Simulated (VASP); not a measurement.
Wanted: the native input for a VASP 6.6.1 run.

- Task: single point
- Functional: PBEsol
- Potentials or basis: VASP PAW PBE potentials, release 64 (Be)
- Cutoff: 520 eV
- k mesh: 24 × 24 × 14
- Occupations: gaussian, width 0.15 eV
- Spin: no spin polarisation
- Dipole correction: no
- Further INCAR settings: ALGO = Normal; EDIFF = 1e-06; NBANDS = 9

The structure of Be lies in POSCAR:

```
Be
1.0
    2.1845268857      0.0000000000      0.0000000000
   -1.0922634429      1.8918557782      0.0000000000
    0.0000000000      0.0000000000      3.7809450000
Be
2
Direct
    0.3333333333      0.6666666667      0.2500000000
    0.6666666667      0.3333333333      0.7500000000
```

This cell differs from its parent crystal: strain -0.050 along x and y, +0.050 along z.

One way to write it, as run:

INCAR

```
SYSTEM = Be
PREC = Accurate ; ENCUT = 520
EDIFF = 1E-6 ; ISMEAR = 0
SIGMA = 0.15 ; LREAL = .FALSE.
LASPH = .TRUE. ; NELM = 80
ALGO = Normal ; ISIF = 2
LWAVE = .FALSE. ; LCHARG = .FALSE.
GGA = PS ; NBANDS = 9
```

KPOINTS

```
regular mesh
0
G
  24 24 14
  0 0 0
```

Potentials or basis: VASP PAW PBE potentials, release 64 (Be).

Command:

```bash
$ cat potpaw_PBE.64/Be/POTCAR > POTCAR
$ mpirun -np 1 vasp_std > vasp.out
```

Results of the run:

| Item | Value |
| --- | --- |
| Pressure | 1.7 GPa |
| Band gap on the k mesh | zero (bands 2 and 3 overlap by 1.43 eV) |

Caveat: the cell differs from its parent crystal (strain -0.050 along x and y, +0.050 along z); the PAW data sets were made with another functional, which shifts forces and pressure a little.

It took 16 s on 1 thread of Intel(R) Xeon(R) Platinum 8488C (Sapphire Rapids), on a shared host, peak memory 0.16 GiB.
